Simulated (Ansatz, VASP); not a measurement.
Cs3H in VASP and in Ansatz

```
CELL_PARAMETERS angstrom
5.03764 0.00000 0.00000
0.00000 6.49769 0.00000
0.00000 0.00000 9.34255
ATOMIC_POSITIONS crystal
Cs 0.00000 0.00000 0.50000
Cs 0.50000 0.50000 0.26096
Cs 0.50000 0.50000 0.73904
H 0.00000 0.50000 0.50000
```

Alike in both runs: functional PBE; k mesh 10 × 8 × 6; occupations gaussian, width 0.1 eV; no spin polarisation.

Ansatz relaxed the structure, and its values are those at the end. VASP's run is a single point on that final structure, the one shown.

```csv
,VASP,Ansatz
version,VASP 6.6.1,Ansatz 0.2.0
potentials or method,"VASP PAW PBE potentials, release 64 (Cs_sv, H), cutoff 520 eV","scalar-relativistic, plane waves, PAW"
valence electrons in the cell,28,28
```

```csv
,VASP,Ansatz,Ansatz less VASP
gap on the k mesh at the Fermi level (eV),none,none,-
pressure (GPa),0.0,0.0,0.00
```

A gap of «none» marks a metal or a gap that the smearing closes. With one functional, cell and mesh, what is left measures potentials, basis and numerics.

Neither program's run includes spin-orbit coupling.
